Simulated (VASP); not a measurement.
# Si (Imma) in VASP: single point with r2SCAN

Aim: the single point of Si with r2SCAN.

All numbers are computed with VASP 6.6.1; they aren't measurements. Logs are shortened: lines on timing, memory, paths and dates and some standing lists are left out, and cuts for length are marked.

**1. The cell of the first run**

It takes space group Imma (No. 74, orthorhombic). Conventional cell: a = 4.743 Å, b = 4.980 Å, c = 2.659 Å, α = 90.00°, β = 90.00°, γ = 90.00°. Si (site symmetry mm2) has 10 Si at 2.46 to 3.19 Å within 3.3 Å.

**2. Single point, r2SCAN (strain +0.0500 x Voigt [1, 0, 0, 0, 0, 0])**

POSCAR reads:

```
Si
1.0
   -2.4899409197      2.3713723045      1.3292653899
    2.4899409197     -2.3713723045      1.3292653899
    2.4899409197      2.3713723045     -1.3292653899
Si
2
Direct
    0.2500000000      0.7500000000      0.5000000000
    0.5000000000      0.5000000000      0.0000000000
```

INCAR.step1 reads:

```
PREC = Accurate
ENCUT = 520
ISMEAR = 0
SIGMA = 0.15
LREAL = False
LASPH = True
NELM = 80
NBANDS = 11
GGA = PE
ALGO = Normal
EDIFF = 1E-4
LWAVE = True
LCHARG = False
```

INCAR.step2 reads:

```
PREC = Accurate
ENCUT = 520
EDIFF = 1E-7
ISMEAR = 0
SIGMA = 0.15
LREAL = False
LASPH = True
NELM = 80
ALGO = Normal
ISIF = 2
LWAVE = False
LCHARG = False
METAGGA = R2SCAN
LMIXTAU = True
NBANDS = 11
ISTART = 1
```

KPOINTS reads:

```
Automatic mesh
0
Gamma
  20 20 20
```

Potentials or basis: VASP PAW PBE potentials, release 64 (Si).

Launch:

```console
$ cat potpaw_PBE.64/Si/POTCAR > POTCAR
$ cp INCAR.step1 INCAR
$ mpirun -np 1 vasp_std > vasp.out
$ cp INCAR.step2 INCAR
$ mpirun -np 1 vasp_std > vasp.out
```

OUTCAR:

```text
PREC = Accurate
   ENCUT = 520
   EDIFF = 1E-7
   ISMEAR = 0
   LREAL = False
   LASPH = True
   NELM = 80
   ISIF = 2
   METAGGA = R2SCAN
   ISTART = 1

 ion  position               nearest neighbor table
   1  0.250  0.750  0.500-   2 2.46   2 2.46   2 2.58   2 2.58   2 3.10   2 3.10
   2  0.500  0.500  0.000-   1 2.46   1 2.46   1 2.58   1 2.58   1 3.10   1 3.10

  LATTYP: Found a body centered orthorhombic cell.
 ALAT       =     2.6585307798
 B/A-ratio  =     1.7839720514
 C/A-ratio  =     1.8731706540

  Lattice vectors:

 A1 = (  -2.4899409197,   2.3713723045,  -1.3292653899)
 A2 = (  -2.4899409197,  -2.3713723045,   1.3292653899)
 A3 = (   2.4899409197,   2.3713723045,   1.3292653899)

Analysis of symmetry for initial positions (statically):
=====================================================================
 Subroutine PRICEL returns:
 Original cell was already a primitive cell.

 Routine SETGRP: Setting up the symmetry group for a
 body centered orthorhombic supercell.

 Subroutine GETGRP returns: Found  8 space group operations
 (whereof  4 operations were pure point group operations)
 out of a pool of  8 trial point group operations.

The static configuration has the point symmetry C_2v.
 The point group associated with its full space group is D_2h.

Analysis of symmetry for dynamics (positions and initial velocities):
=====================================================================
 Subroutine PRICEL returns:
 Original cell was already a primitive cell.

 Routine SETGRP: Setting up the symmetry group for a
 body centered orthorhombic supercell.

 Subroutine GETGRP returns: Found  8 space group operations
 (whereof  4 operations were pure point group operations)
 out of a pool of  8 trial point group operations.

The dynamic configuration has the point symmetry C_2v.
 The point group associated with its full space group is D_2h.

 Subroutine INISYM returns: Found  8 space group operations
 (whereof  4 operations are pure point group operations),
 and found     1 'primitive' translations

----------------------------------------------------------------------------------------

                                     Primitive cell

  volume of cell :      31.3950

  direct lattice vectors                    reciprocal lattice vectors
    -2.489940920  2.371372304  1.329265390     0.000000000  0.210848376  0.376147610
     2.489940920 -2.371372304  1.329265390     0.200807977  0.000000000  0.376147610
     2.489940920  2.371372304 -1.329265390     0.200807977  0.210848376  0.000000000

  length of vectors
     3.686483266  3.686483266  3.686483266     0.431212317  0.426392857  0.291171567

  position of ions in fractional coordinates (direct lattice)
     0.250000000  0.750000000  0.500000000
     0.500000000  0.500000000  0.000000000

  ion indices of the primitive-cell ions
   primitive index   ion index
                 1           1
                 2           2

----------------------------------------------------------------------------------------

 KPOINTS: Automatic mesh

Automatic generation of k-mesh.
 Grid dimensions read from file:
 generate k-points for:   20   20   20

 Generating k-lattice:

  Cartesian coordinates                     Fractional coordinates (reciprocal lattice)
     0.000000000  0.010542419  0.018807381     0.050000000  0.000000000  0.000000000
     0.010040399  0.000000000  0.018807381     0.000000000  0.050000000  0.000000000
     0.010040399  0.010542419  0.000000000     0.000000000  0.000000000  0.050000000

  Length of vectors
     0.021560616  0.021319643  0.014558578

  Shift w.r.t. Gamma in fractional coordinates (k-lattice)
     0.000000000  0.000000000  0.000000000

 Subroutine IBZKPT returns following result:
 ===========================================

 Found   1166 irreducible k-points:

 Following reciprocal coordinates:
            Coordinates               Weight
  0.000000  0.000000  0.000000      1.000000
  0.050000 -0.000000  0.000000      4.000000
  0.100000  0.000000  0.000000      4.000000
  0.150000 -0.000000  0.000000      4.000000
  0.200000  0.000000  0.000000      4.000000
  0.250000  0.000000  0.000000      4.000000
[... 16 lines left out ...]
 -0.450000  0.050000 -0.000000      8.000000
 -0.400000  0.050000 -0.000000      8.000000
 [... further k-points ...]
   k-points           NKPTS =   1166   k-points in BZ     NKDIM =   1166   number of bands    NBANDS=     11
   number of dos      NEDOS =    301   number of ions     NIONS =      2
   total plane-waves  NPLWV =  21952
   dimension x,y,z NGX =    28 NGY =   28 NGZ =   28
   dimension x,y,z NGXF=    56 NGYF=   56 NGZF=   56
   ions per type =               2
   NGX,Y,Z   is equivalent  to a cutoff of  12.63, 12.63, 12.63 a.u.
   NGXF,Y,Z  is equivalent  to a cutoff of  25.25, 25.25, 25.25 a.u.
 SYSTEM =  unknown system
   PREC   = accura    normal or accurate (medium, high low for compatibility)
   ISTART =      1    job   : 0-new  1-cont  2-samecut
   ICHARG =      0    charge: 1-file 2-atom 10-const
   ISPIN  =      1    spin polarized calculation?
   LNONCOLLINEAR =      F non collinear calculations
   LSORBIT =      F    spin-orbit coupling
   LASPH  =      T    aspherical Exc in radial PAW
   ENCUT  =  520.0 eV  38.22 Ry    6.18 a.u.   6.85  6.85  6.85*2*pi/ulx,y,z
   NELM   =     80;   NELMIN=  2; NELMDL=  0     # of ELM steps
   EDIFF  = 0.1E-06   stopping-criterion for ELM
   LREAL  =      F    real-space projection
   EDIFFG = 0.1E-05   stopping-criterion for IOM
   NSW    =      0    number of steps for IOM
   IBRION =     -1    ionic relax: 0-MD 1-quasi-New 2-CG
   NFREE  =      0    steps in history (QN), initial steepest desc. (CG)
   ISIF   =      2    stress and relaxation
   ISYM   =      2    0-nonsym 1-usesym 2-fastsym
   POTIM  = 0.5000    time-step for ionic-motion
   TEBEG  =    0.0;   TEEND  =   0.0 temperature during run
   PSTRESS=    0.0 pullay stress
   NELECT =       8.0000    total number of electrons
   NUPDOWN=      -1.0000    fix difference up-down
   EMIN   =  10.00;   EMAX   =-10.00  energy-range for DOS
   EFERMI =   0.00;   METHOD = LEGACY
   ISMEAR =     0;   SIGMA  =   0.15  broadening in eV -4-tet -1-fermi 0-gaus
   EFERMI_NEDOS =   21; number of points for ismear=-14 and -15
   IALGO  =     38    algorithm
   IMIX   =      4    mixing-type and parameters
     AMIX     =   0.40;   BMIX     =  1.00
     AMIX_MAG =   1.60;   BMIX_MAG =  1.00
  volume/ion in A,a.u.               =      15.70       105.93
  Fermi-wavevector in a.u.,A,eV,Ry     =   1.037890  1.961328 14.656409  1.077216
  Thomas-Fermi vector in A             =   2.172349
   LORBIT       =      0    0 simple, 1 ext, 2 COOP (PROOUT), +10 PAW based schemes
   METAGGA = R2SCAN    functional components
   LHFCALC =     F    Hartree Fock is set to
   AEXX    =    0.0000 exact exchange contribution
   IVDW    =     0    specifies the selected vdW correction
   LEPSILON=     F    determine dielectric tensor
   LRPA    =     F    only Hartree local field effects (RPA)
 non-spin polarized calculation
 Gauss-broadening in eV      SIGMA  =   0.15
  energy-cutoff  :      520.00
  volume of cell :       31.39
 maximum number of plane-waves:       866
   NGX = 13   NGY = 13   NGZ = 13

 number of electron       7.9999999 magnetization

 Free energy of the ion-electron system (eV)
  ---------------------------------------------------
  ext. energy  EPLUGINS =         0.00000000
  ---------------------------------------------------
  free energy    TOTEN  =       -16.65259907 eV

  energy without entropy =      -16.64464199  energy(sigma->0) =      -16.64862053

 E-fermi :   8.7775     XC(G=0): -11.3605

 val. band max:        8.7773251627   @ k =   0.3500   0.3000   0.0000
 cond. band min:       8.7814797426   @ k =   0.1000   0.3000   0.0000
 fundamental gap:      0.0041545799
 Fermi energy:         8.7774619240

 k-point     1 :       0.0000    0.0000    0.0000
  band No.  band energies     occupation
      1      -5.4438      2.00000
      2       5.7169      2.00000
      3       6.4830      2.00000
      4       6.5516      2.00000
      5      10.8076      0.00000
      6      16.6077      0.00000
      7      16.8131      0.00000
      8      18.5385      0.00000
      9      18.9206      0.00000
     10      19.0221      0.00000
     11      20.3902      0.00000

 k-point     2 :       0.0500   -0.0000    0.0000
  band No.  band energies     occupation
      1      -5.3729      2.00000
      2       5.4373      2.00000
      3       6.4462      2.00000
      4       6.9527      2.00000
      5      10.9740      0.00000
      6      16.2458      0.00000
      7      16.8027      0.00000
      8      17.3280      0.00000
      9      18.7379      0.00000
     10      19.3765      0.00000
     11      20.5962      0.00000

 k-point     3 :       0.1000    0.0000    0.0000
  band No.  band energies     occupation
      1      -5.1604      2.00000
      2       5.0502      2.00000
      3       6.3603      2.00000
      4       7.6983      2.00000
      5      11.4452      0.00000
      6      15.2501      0.00000
      7      15.8107      0.00000
      8      16.7113      0.00000
      9      17.9766      0.00000
     10      18.8225      0.00000
     11      20.5217      0.00000

 k-point     4 :       0.1500   -0.0000    0.0000
  band No.  band energies     occupation
      1      -4.8067      2.00000
      2       4.7555      2.00000
      3       6.2760      2.00000
      4       8.5611      1.95867
      5      12.1552      0.00000
      6      13.9400      0.00000
      7      14.1315      0.00000
      8      16.3373      0.00000
      9      17.0747      0.00000
     10      18.2252      0.00000
     11      19.5512      0.00000

 k-point     5 :       0.2000    0.0000    0.0000
  band No.  band energies     occupation
      1      -4.3130      2.00000
      2       4.5793      2.00000
      3       6.2371      2.00000
      4       9.3862      0.00000
      5      12.3866      0.00000
      6      12.6864      0.00000
      7      12.9916      0.00000
      8      15.5869      0.00000
      9      16.2978      0.00000
     10      17.5944      0.00000
     11      19.2917      0.00000
[... 211 lines left out ...]
 k-point    21 :       0.4500    0.0500    0.0000
  band No.  band energies     occupation
      1       1.0347      2.00000
      2       2.0200      2.00000
      3       5.9222      2.00000
      4       6.5710      2.00000
      5       7.5820      2.00000
      6      10.3303      0.00000
      7      13.5892      0.00000
      8      15.4336      0.00000
      9      18.0656      0.00000
     10      20.7477      0.00000
     11      21.2428      0.00000

 k-point    22 :       0.5000    0.0500    0.0000
  band No.  band energies     occupation
      1       0.4734      2.00000
      2       2.6158      2.00000
      3       5.3848      2.00000
      4       6.8624      2.00000
      5       7.6528      2.00000
      6      10.6498      0.00000
      7      13.6172      0.00000
      8      15.4155      0.00000
      9      18.1814      0.00000
     10      20.7333      0.00000
     11      21.2509      0.00000

 k-point    23 :      -0.4500    0.0500   -0.0000
  band No.  band energies     occupation
      1      -0.6862      2.00000
      2       3.8576      2.00000
      3       5.1101      2.00000
      4       6.7035      2.00000
      5       8.2754      2.00000
      6      11.2854      0.00000
      7      13.7571      0.00000
      8      15.1838      0.00000
      9      17.2721      0.00000
     10      19.8287      0.00000
     11      21.3780      0.00000

 k-point    24 :      -0.4000    0.0500   -0.0000
  band No.  band energies     occupation
      1      -1.7459      2.00000
      2       4.1790      2.00000
      3       5.9667      2.00000
      4       6.4750      2.00000
      5       9.1591      0.00032
      6      12.1148      0.00000
      7      13.9838      0.00000
      8      14.4234      0.00000
      9      16.9119      0.00000
     10      18.3097      0.00000
     11      20.6513      0.00000

 [... further k-points ...]

------------------------ aborting loop because EDIFF is reached ----------------------------------------

  FORCE on cell =-STRESS in cart. coord.  units (eV):
  Direction    XX          YY          ZZ          XY          YZ          ZX
  --------------------------------------------------------------------------------------
  -------------------------------------------------------------------------------------
  Total       -1.5786436      0.2407805     -0.3930261      0.0000000      0.0000000      0.0000000
  in kB      -80.5627367     12.2877220    -20.0572552      0.0000000      0.0000000      0.0000000
  external PRESSURE =     -29.4440900 kB  Pullay stress =       0.0000000 kB

 VOLUME and BASIS-vectors are now :
 -----------------------------------------------------------------------------
  energy-cutoff  :      520.00
  volume of cell :       31.39
      direct lattice vectors                 reciprocal lattice vectors
    -2.489940920  2.371372304  1.329265390     0.000000000  0.210848376  0.376147610
     2.489940920 -2.371372304  1.329265390     0.200807977  0.000000000  0.376147610
     2.489940920  2.371372304 -1.329265390     0.200807977  0.210848376  0.000000000

 POSITION                                       TOTAL-FORCE (eV/Angst)
 -----------------------------------------------------------------------------------
      2.48994     -0.00000      0.66463         0.000000     -0.000000      0.139668
      0.00000      0.00000      1.32927        -0.000000      0.000000     -0.139668
 -----------------------------------------------------------------------------------
    total drift:                                0.000000      0.000000      0.000000

  FREE ENERGIE OF THE ION-ELECTRON SYSTEM (eV)
  ---------------------------------------------------
  free  energy   TOTEN  =       -16.6525990710 eV

  energy  without entropy=      -16.6446419949  energy(sigma->0) =      -16.64862053
```

It took 17 min on 1 thread of Intel Xeon Platinum 8488C (Sapphire Rapids), shared host; peak memory 0.42 GiB.

What came out:

```yaml
Free_energy: -16.6526 eV
Pressure: -2.9 GPa
Largest_force: 0.140 eV/Å
Band_gap_on_the_k_mesh: zero (bands 4 and 5 overlap by 6.68 eV)
```

Forces on the atoms (eV/Å):
```
Si   0.000  0.000  0.140
Si   0.000  0.000 -0.140
```

Levels at points of the mesh, in eV from the Fermi level:
```
           k point  band 2  band 3  band 4  band 5  band 6  band 7
(0.00, 0.00, 0.00)   -3.06   -2.29   -2.23    2.03    7.83    8.04
(0.50, 0.00, 0.00)   -6.91   -2.66   -1.94   -1.61    1.41    5.30
(0.00, 0.50, 0.00)   -6.93   -1.90   -1.85   -1.20    1.50    4.09
(0.50, 0.50, 0.00)  -11.05    0.16    0.16    2.78    2.78    8.92
(0.50, 0.50, 0.50)   -8.18   -6.97   -6.86    6.29    6.30   12.64
```

Caveat: the cell differs from its parent crystal (strain +0.0500 x Voigt [1, 0, 0, 0, 0, 0]); the PAW data sets were made with another functional, which shifts forces and pressure a little.
